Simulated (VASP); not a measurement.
Set up this calculation in VASP 6.6.1, as the native input.

- Task: single point
- Functional: SVWN5
- Potentials or basis: VASP PAW PBE potentials, release 64 (Si, C_h)
- Cutoff: 1300 eV
- k mesh: 10 × 10 × 3
- Occupations: fermi-dirac, width 0.05 eV
- Spin: no spin polarisation
- Dipole correction: no
- Further INCAR settings: ALGO = Normal; EDIFF = 1e-06; NBANDS = 26

The structure of SiC lies in POSCAR:

```
SiC
1.0
    3.0550512851      0.0000000000      0.0000000000
   -1.5275256425      2.6457520228      0.0000000000
    0.0000000000      0.0000000000     10.0030562121
Si C
4 4
Direct
    0.0000000000      0.0000000000      0.1878943800
    0.0000000000      0.0000000000      0.6878943800
    0.3333333333      0.6666666667      0.4378419800
    0.6666666667      0.3333333333      0.9378419800
    0.0000000000      0.0000000000      0.0004600500
    0.0000000000      0.0000000000      0.5004600500
    0.3333333333      0.6666666667      0.2498025900
    0.6666666667      0.3333333333      0.7498025900
```

The input as run:

INCAR

```
ALGO = Normal
EDIFF = 1E-6
ENCUT = 1300
GGA = VW
GGA_COMPAT = False
ISIF = 2
ISMEAR = -1
LASPH = True
LCHARG = False
LREAL = False
LWAVE = False
NBANDS = 26
NELM = 120
PREC = Accurate
SIGMA = 0.05
```

KPOINTS

```
k-points
0
Gamma
  10 10 3
```

Potentials or basis: VASP PAW PBE potentials, release 64 (Si, C_h).

Run with:

```bash
$ cat potpaw_PBE.64/Si/POTCAR potpaw_PBE.64/C_h/POTCAR > POTCAR
$ mpirun -np 1 vasp_std > vasp.out
```

Results of the run:

```yaml
Pressure: 1.8 GPa
Largest_force: 0.006 eV/Å
Band_gap_on_the_k_mesh: 2.18 eV (least direct gap 3.32 eV)
```

Caveat: the PAW data sets were made with another functional, which shifts forces and pressure a little.

Wall time 3 min on 1 thread of Intel(R) Xeon(R) Platinum 8259CL CPU @ 2.50GHz (Skylake/Cascade Lake), with other jobs on the host, peak memory 0.4 GiB.
